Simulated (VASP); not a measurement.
# Ir (Fm-3m) in VASP: notebook

Ir is run at these levels: LDA; tasks: single point, relaxation of cell and atoms.

Program: VASP 6.6.1. These are calculated values, not measurements. Logs are shortened: lines on timing, memory, paths and dates and some standing lists are left out, and cuts for length are marked.

### 1 The cell of the first run

The structure is cubic, space group Fm-3m (No. 225). Conventional cell: a = 3.657 Å, b = 3.657 Å, c = 3.657 Å, α = 90.00°, β = 90.00°, γ = 90.00°. Ir (site symmetry m-3m) has 12 Ir at 2.59 Å within 3.4 Å.

### 2 Single point, LDA

Contents of INCAR:

```
PREC     = Accurate       # precision mode
ENCUT    = 520            # plane-wave cutoff, eV
EDIFF    = 1E-6           # SCF threshold, eV
ISMEAR   = -1             # smearing method
SIGMA    = 0.08           # smearing width, eV
LREAL    = False          # projectors in reciprocal space
LASPH    = True           # aspherical terms in the spheres
NELM     = 100            # most SCF steps
ALGO     = Normal         # electronic algorithm
ISIF     = 2              # what is computed and relaxed
LWAVE    = False          # write WAVECAR
LCHARG   = True           # write CHGCAR
GGA      = CA             # functional
LELF     = True           # ELF
LVHAR    = True         
NBANDS   = 10             # bands
```

Contents of KPOINTS:

```
regular mesh
0
Gamma
  18 18 18
```

Contents of POSCAR:

```
Ir
1.0
    0.0000000000      1.8287476375      1.8287476375
    1.8287476375      0.0000000000      1.8287476375
    1.8287476375      1.8287476375      0.0000000000
Ir
1
Direct
    0.0000000000      0.0000000000      0.0000000000
```

Potentials or basis: VASP PAW LDA potentials, release 64 (Ir).

On the command line:

```bash
cat potpaw_LDA.64/Ir/POTCAR > POTCAR
mpirun -np 1 vasp_std > vasp.out
```

OUTCAR:

```text
PREC = Accurate
   ENCUT = 520
   EDIFF = 1E-6
   ISMEAR = -1
   LREAL = False
   LASPH = True
   NELM = 100
   ISIF = 2
   GGA = CA

 ion  position               nearest neighbor table
   1  0.000  0.000  0.000-

  LATTYP: Found a face centered cubic cell.
 ALAT       =     3.6574952750

  Lattice vectors:

 A1 = (   0.0000000000,   1.8287476375,   1.8287476375)
 A2 = (   1.8287476375,   0.0000000000,   1.8287476375)
 A3 = (   1.8287476375,   1.8287476375,   0.0000000000)

Analysis of symmetry for initial positions (statically):
=====================================================================
 Subroutine PRICEL returns:
 Original cell was already a primitive cell.

 Routine SETGRP: Setting up the symmetry group for a
 face centered cubic supercell.

 Subroutine GETGRP returns: Found 48 space group operations
 (whereof 48 operations were pure point group operations)
 out of a pool of 48 trial point group operations.

The static configuration has the point symmetry O_h .

Analysis of symmetry for dynamics (positions and initial velocities):
=====================================================================
 Subroutine PRICEL returns:
 Original cell was already a primitive cell.

 Routine SETGRP: Setting up the symmetry group for a
 face centered cubic supercell.

 Subroutine GETGRP returns: Found 48 space group operations
 (whereof 48 operations were pure point group operations)
 out of a pool of 48 trial point group operations.

The dynamic configuration has the point symmetry O_h .

 Subroutine INISYM returns: Found 48 space group operations
 (whereof 48 operations are pure point group operations),
 and found     1 'primitive' translations

----------------------------------------------------------------------------------------

                                     Primitive cell

  volume of cell :      12.2318

  direct lattice vectors                    reciprocal lattice vectors
     0.000000000  1.828747638  1.828747638    -0.273411153  0.273411153  0.273411153
     1.828747638  0.000000000  1.828747638     0.273411153 -0.273411153  0.273411153
     1.828747638  1.828747638  0.000000000     0.273411153  0.273411153 -0.273411153

  length of vectors
     2.586239711  2.586239711  2.586239711     0.473562008  0.473562008  0.473562008

  position of ions in fractional coordinates (direct lattice)
     0.000000000  0.000000000  0.000000000

  ion indices of the primitive-cell ions
[... 70 lines left out ...]
   LSORBIT =      F    spin-orbit coupling
   LASPH  =      T    aspherical Exc in radial PAW
   ENCUT  =  520.0 eV  38.22 Ry    6.18 a.u.   4.81  4.81  4.81*2*pi/ulx,y,z
   NELM   =    100;   NELMIN=  2; NELMDL= -5     # of ELM steps
   EDIFF  = 0.1E-05   stopping-criterion for ELM
   LREAL  =      F    real-space projection
[... 7 lines left out ...]
   TEBEG  =    0.0;   TEEND  =   0.0 temperature during run
   PSTRESS=    0.0 pullay stress
   NELECT =       9.0000    total number of electrons
   NUPDOWN=      -1.0000    fix difference up-down
   EMIN   =  10.00;   EMAX   =-10.00  energy-range for DOS
   EFERMI =   0.00;   METHOD = LEGACY
   ISMEAR =    -1;   SIGMA  =   0.08  broadening in eV -4-tet -1-fermi 0-gaus
   EFERMI_NEDOS =   21; number of points for ismear=-14 and -15
   IALGO  =     38    algorithm
   IMIX   =      4    mixing-type and parameters
     AMIX     =   0.40;   BMIX     =  1.00
     AMIX_MAG =   1.60;   BMIX_MAG =  1.00
  volume/ion in A,a.u.               =      12.23        82.54
  Fermi-wavevector in a.u.,A,eV,Ry     =   1.477946  2.792913 29.719536  2.184324
  Thomas-Fermi vector in A             =   2.592288
   LORBIT       =      0    0 simple, 1 ext, 2 COOP (PROOUT), +10 PAW based schemes
   GGA     = CA    functional components
   LHFCALC =     F    Hartree Fock is set to
   AEXX    =    0.0000 exact exchange contribution
   IVDW    =     0    specifies the selected vdW correction
   LEPSILON=     F    determine dielectric tensor
   LRPA    =     F    only Hartree local field effects (RPA)
 non-spin polarized calculation
  energy-cutoff  :      520.00
  volume of cell :       12.23
 maximum number of plane-waves:       342
   NGX =  9   NGY =  9   NGZ =  9

 number of electron       9.0000001 magnetization

 Free energy of the ion-electron system (eV)
  ---------------------------------------------------
  ext. energy  EPLUGINS =         0.00000000
  ---------------------------------------------------
  free energy    TOTEN  =        -9.99722681 eV

  energy without entropy =       -9.98165338  energy(sigma->0) =       -9.98944009

 E-fermi :  13.1108     XC(G=0): -14.9915

 val. band max:       13.1064010410   @ k =   0.5000   0.2222   0.1111
 cond. band min:      13.1506719711   @ k =   0.3333   0.1111   0.0556
 fundamental gap:      0.0442709300
 Fermi energy:        13.1108328578

 k-point     1 :       0.0000    0.0000    0.0000
  band No.  band energies     occupation
      1       0.3368      2.00000
      2       8.1875      2.00000
      3       8.1875      2.00000
      4       8.1875      2.00000
      5      11.6100      2.00000
      6      11.6100      2.00000
      7      26.9985      0.00000
      8      33.4487      0.00000
      9      33.4487      0.00000
     10      33.4487      0.00000
[... 287 lines left out ...]
 k-point    24 :      -0.2222    0.0556    0.0000
  band No.  band energies     occupation
      1       2.8128      2.00000
      2       7.4315      2.00000
      3       8.7529      2.00000
      4       8.8577      2.00000
      5      11.1835      2.00000
      6      12.2961      1.99992
      7      27.6303      0.00000
      8      30.9799      0.00000
      9      36.6561      0.00000
     10      38.1745      0.00000

 [... further k-points ...]

------------------------ aborting loop because EDIFF is reached ----------------------------------------

  FORCE on cell =-STRESS in cart. coord.  units (eV):
  Direction    XX          YY          ZZ          XY          YZ          ZX
  --------------------------------------------------------------------------------------
  -------------------------------------------------------------------------------------
  Total        5.5491870      5.5491870      5.5491870      0.0000000     -0.0000000      0.0000000
  in kB      726.8563940    726.8563940    726.8563940      0.0000000     -0.0000000      0.0000000
  external PRESSURE =     726.8563940 kB  Pullay stress =       0.0000000 kB

 VOLUME and BASIS-vectors are now :
 -----------------------------------------------------------------------------
  energy-cutoff  :      520.00
  volume of cell :       12.23
      direct lattice vectors                 reciprocal lattice vectors
     0.000000000  1.828747638  1.828747638    -0.273411153  0.273411153  0.273411153
     1.828747638  0.000000000  1.828747638     0.273411153 -0.273411153  0.273411153
     1.828747638  1.828747638  0.000000000     0.273411153  0.273411153 -0.273411153

 POSITION                                       TOTAL-FORCE (eV/Angst)
 -----------------------------------------------------------------------------------
      0.00000      0.00000      0.00000         0.000000      0.000000      0.000000
 -----------------------------------------------------------------------------------
    total drift:                                0.000000     -0.000000     -0.000000

  FREE ENERGIE OF THE ION-ELECTRON SYSTEM (eV)
  ---------------------------------------------------
  free  energy   TOTEN  =        -9.9972268101 eV

  energy  without entropy=       -9.9816533772  energy(sigma->0) =       -9.98944009
```

stdout:

```text
POSCAR found type information on POSCAR Ir
 POSCAR found :  1 types and       1 ions
 scaLAPACK will be used
 LDA part: xc-table for (Slater(with rela. corr.)+CA(PZ))
 , standard interpolation
 POSCAR, INCAR and KPOINTS ok, starting setup
 FFT: planning ... GRIDC
 FFT: planning ... GRID_SOFT
 FFT: planning ... GRID
 WAVECAR not read
 entering main loop
```

Run time: 34 s. Hardware: 1 thread of Intel Xeon 8259CL, shared host; peak memory 0.14 GiB.

Results:

| Quantity | Value |
| --- | --- |
| Free energy | -9.9972 eV |
| Pressure | 72.7 GPa |
| Band gap on the k mesh | zero (an odd number of electrons rules out a gap without spin polarisation) |

Levels at points of the mesh, in eV from the Fermi level:
```
           k point  band 1  band 2  band 3  band 4  band 5  band 6  band 7  band 8
(0.00, 0.00, 0.00)  -12.77   -4.92   -4.92   -4.92   -1.50   -1.50   13.89   20.34
(0.50, 0.00, 0.00)   -9.83   -5.06   -5.06   -1.07    1.15    1.15    8.89   13.47
(0.50, 0.50, 0.00)   -9.82   -9.17    1.14    1.78    1.89    1.89   12.39   12.39
```

Caveat: the cell stands under pressure; spin-orbit coupling is left out, which moves the levels of the heavy elements.

### 3 Single point, LDA

Contents of INCAR:

```
SYSTEM = Ir
  PREC = Accurate
  ENCUT = 520
  EDIFF = 1E-6
  ISMEAR = -1
  SIGMA = 0.08
  LREAL = .FALSE.
  LASPH = .TRUE.
  NELM = 60
  ALGO = Normal
  ISIF = 2
  LWAVE = .FALSE.
  LCHARG = .FALSE.
  GGA = CA
  NBANDS = 10
```

Contents of KPOINTS:

```
Automatic mesh
0
G
  18 18 18
  0 0 0
```

Contents of POSCAR:

```
Ir
1.0
    0.0000000000      1.8286505848      1.8286505848
    1.8286505848      0.0000000000      1.8286505848
    1.8286505848      1.8286505848      0.0000000000
Ir
1
Direct
    0.0000000000      0.0000000000      0.0000000000
```

Potentials or basis: VASP PAW LDA potentials, release 64 (Ir).

On the command line:

```bash
cat potpaw_LDA.64/Ir/POTCAR > POTCAR
mpirun -np 1 vasp_std > vasp.out
```

It took 31 s on 1 thread of Intel Xeon 8259CL, shared host; peak memory 0.14 GiB.

The run converged. Its results:

* Free energy: -9.9963 eV
* Pressure: 72.8 GPa
* Band gap on the k mesh: zero (an odd number of electrons rules out a gap without spin polarisation)

Levels at points of the mesh, in eV from the Fermi level:
```csv
k point,band 2,band 3,band 4,band 5,band 6,band 7
"(0.00, 0.00, 0.00)",-4.92,-4.92,-4.92,-1.50,-1.50,13.89
"(0.50, 0.00, 0.00)",-5.07,-5.07,-1.07,1.15,1.15,8.89
"(0.50, 0.50, 0.00)",-9.17,1.14,1.78,1.90,1.90,12.39
```

Caveat: the cell stands under pressure; spin-orbit coupling is left out, which moves the levels of the heavy elements.

(Continued in part 2 of 2.)
